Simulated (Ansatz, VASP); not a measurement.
**Hf in VASP and in Ansatz**

INCAR

```
SYSTEM = Hf
ALGO     = Normal         ! electronic algorithm
EDIFF    = 1E-6           ! SCF threshold, eV
ENCUT    = 520            ! plane-wave cutoff, eV
GGA      = CA             ! functional
ISIF     = 2              ! what is computed and relaxed
ISMEAR   = 1              ! smearing method
LASPH    = .True.         ! aspherical terms in the spheres
LCHARG   = .True.         ! write CHGCAR
LELF     = .True.         ! ELF
LREAL    = .False.        ! projectors in reciprocal space
LVHAR    = .True.       
LWAVE    = .False.        ! write WAVECAR
NBANDS   = 17             ! bands
NELM     = 100            ! most SCF steps
PREC     = Accurate       ! precision mode
SIGMA    = 0.01           ! smearing width, eV
```

File KPOINTS:

```
k-points
0
Gamma
  12 12 7
  0 0 0
```

POSCAR

```
Hf
1.0
    3.1183974891      0.0000000000      0.0000000000
   -1.5591987445      2.7006114446      0.0000000000
    0.0000000000      0.0000000000      4.9475473504
Hf
2
Direct
    0.3333333333      0.6666666667      0.2500000000
    0.6666666667      0.3333333333      0.7500000000
```

Input for Ansatz:

```yaml
crystal:
  lattice:
    - [3.1183974891, 0.0, 0.0]
    - [-1.5591987445, 2.7006114446, 0.0]
    - [0.0, 0.0, 4.9475473504]
  atoms:
    - { symbol: Hf, position: [0.3333333333, 0.6666666667, 0.25] }
    - { symbol: Hf, position: [0.6666666667, 0.3333333333, 0.75] }
hamiltonian:
  xc: lda
  pseudopotentials:
    kind: paw
    azcp:
      Hf: "pseudopotentials/Hf.paw.azcp"
basis:
  ecutwfc: 420
  fft_grid_basis: typed
kpoints:
  mp_grid: { grid: [12, 12, 7], shift: [0, 0, 0] }
magnetization:
  spin_polarized: false
scf:
  occupations: { method: cold, width: 0.01 }
  lower_state_search: "off"
output:
  stress: true
  write_density: true
  write_potential: true
  elf: true
  volumetric_format: npy
```

Alike in both runs: task single point; functional LDA; k mesh 12 × 12 × 7; no spin polarisation.

```csv
,VASP,Ansatz
version,VASP 6.6.1,Ansatz 0.2.0
potentials or method,"VASP PAW LDA potentials, release 64 (Hf_pv), cutoff 520 eV","plane waves (420 eV) with PAW, scalar-relativistic"
occupations,"methfessel-paxton of order 1, width 0.01 eV","cold, width 0.01 eV"
valence electrons in the cell,20,52
```

|  | VASP | Ansatz | Ansatz less VASP |
| --- | --- | --- | --- |
| pressure (GPa) | 0.2 | 0.2 | -0.03 |
| traceless stress, the component that is largest in VASP (GPa) | -0.10 | -0.12 | -0.017 |

Ansatz warns that its potentials were made for another functional, while VASP's fit it. LDA's correlation is that of Perdew and Zunger in VASP and of Perdew and Wang (1992) in Ansatz. VASP's potentials hold 20 valence electrons a cell and Ansatz's 52, so a difference there can come from the potentials and not from the codes.

Neither program's run includes spin-orbit coupling.
